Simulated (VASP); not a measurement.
Set up this calculation in VASP 6.6.1, as the native input.

* Task: single point
* Functional: PBE
* Potentials or basis: VASP PAW PBE potentials, release 64 (Li_sv, Si, N)
* Cutoff: 520 eV
* k mesh: 12 × 12 × 8
* Occupations: gaussian, width 0.01 eV
* Spin: no spin polarisation
* Dipole correction: no
* Further INCAR settings: ALGO = Normal; EDIFF = 1e-06; NBANDS = 22

The structure of Li4SiN2 lies in POSCAR:

```
Li4SiN2
1.0
    5.0554245539     -1.7426022495     -0.0023090903
    5.0554245539      1.7426022495     -0.0023090903
   -2.6363033038      0.0000000000      4.8538044936
Li Si N
4 1 2
Direct
    0.7459486686      0.7459486686      0.3620520398
    0.2576489359      0.2576489359      0.6435061406
    0.1401013152      0.1401013152      0.9400286857
    0.8505908002      0.8505908002      0.0696368356
    0.5120398813      0.5120398813      0.4197048011
    0.3279702675      0.3279702675      0.3378449392
    0.6708504974      0.6708504974      0.7272265581
```

These files were run (other wordings do the same):

INCAR

```
ALGO     = Normal         # electronic algorithm
EDIFF    = 1E-6           # SCF threshold, eV
ENCUT    = 520            # plane-wave cutoff, eV
GGA      = PE             # functional
ISIF     = 2              # what is computed and relaxed
ISMEAR   = 0              # smearing method
LASPH    = True           # aspherical terms in the spheres
LCHARG   = False          # write CHGCAR
LREAL    = False          # projectors in reciprocal space
LWAVE    = False          # write WAVECAR
NBANDS   = 22             # bands
NELM     = 80             # most SCF steps
PREC     = Accurate       # precision mode
SIGMA    = 0.01           # smearing width, eV
```

KPOINTS

```
k-points
0
Gamma
  12 12 8
```

Potentials or basis: VASP PAW PBE potentials, release 64 (Li_sv, Si, N).

Command:

```console
$ cat potpaw_PBE.64/Li_sv/POTCAR potpaw_PBE.64/Si/POTCAR potpaw_PBE.64/N/POTCAR > POTCAR
$ mpirun -np 1 vasp_std > vasp.out
```

Results of the run:

- Largest force: 0.023 eV/Å
- Band gap on the k mesh: 0.14 eV (least direct gap 0.43 eV)

It took 7.7 min on 1 thread of Intel(R) Xeon(R) 6975P-C (Granite Rapids), with other jobs on the host, peak memory 0.61 GiB.
